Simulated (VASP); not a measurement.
Input of a VASP 6.6.1 run:

POSCAR

```
Si
1.0
    0.0000000000      2.7351466460      2.7351466460
    2.7351466460      0.0000000000      2.7351466460
    2.7351466460      2.7351466460      0.0000000000
Si
2
Direct
    0.0000000000      0.0000000000      0.0000000000
    0.2500000000      0.2500000000      0.2500000000
```

The input INCAR.step1:

```
ALGO = Normal
EDIFF = 1E-4
ENCUT = 600
GGA = PE
ISMEAR = -1
LASPH = T
LCHARG = F
LREAL = F
LWAVE = T
NELM = 60
PREC = Accurate
SIGMA = 0.02
```

INCAR.step2

```
ALGO = Normal
EDIFF = 1E-7
EDIFFG = -0.005
ENCUT = 600
IBRION = 2
ISIF = 3
ISMEAR = -1
ISTART = 1
LASPH = T
LCHARG = F
LMIXTAU = T
LREAL = F
LWAVE = F
METAGGA = R2SCAN
NELM = 60
NSW = 80
PREC = Accurate
SIGMA = 0.02
```

KPOINTS

```
k-points
0
Gamma
  8 8 8
```

Potentials or basis: VASP PAW PBE potentials, release 64 (Si).

Command:

```bash
$ cat potpaw_PBE.64/Si/POTCAR > POTCAR
$ cp INCAR.step1 INCAR
$ mpirun -np 1 vasp_std > vasp.out
$ cp INCAR.step2 INCAR
$ mpirun -np 1 vasp_std > vasp.out
```

Q: What does it give for the relaxed cell?

A: a = 3.847 Å, b = 3.847 Å, c = 3.847 Å, α = 60.00°, β = 60.00°, γ = 60.00°.

Q: What does it give for the relaxed volume?

A: 20.12 Å³/atom.

Q: Estimate the band gap on the k mesh.

A: 0.82 eV, indirect (least direct gap 2.76 eV).

The path:
| step | energy change (eV) | largest force (eV/Å) | pressure (GPa) | volume (Å³) |
| --- | --- | --- | --- | --- |
| 1 | 0.0000 | 0.0000 | -1.57 | 40.92 |
| 2 | -0.0015 | 0.0000 | 1.25 | 39.75 |
| 3 | -0.0034 | 0.0000 | 0.00 | 40.24 |

Caveat: the PAW data sets were made with another functional, which shifts forces and pressure a little. r2SCAN opens gaps a little over a GGA but as a rule still falls short of measured ones.
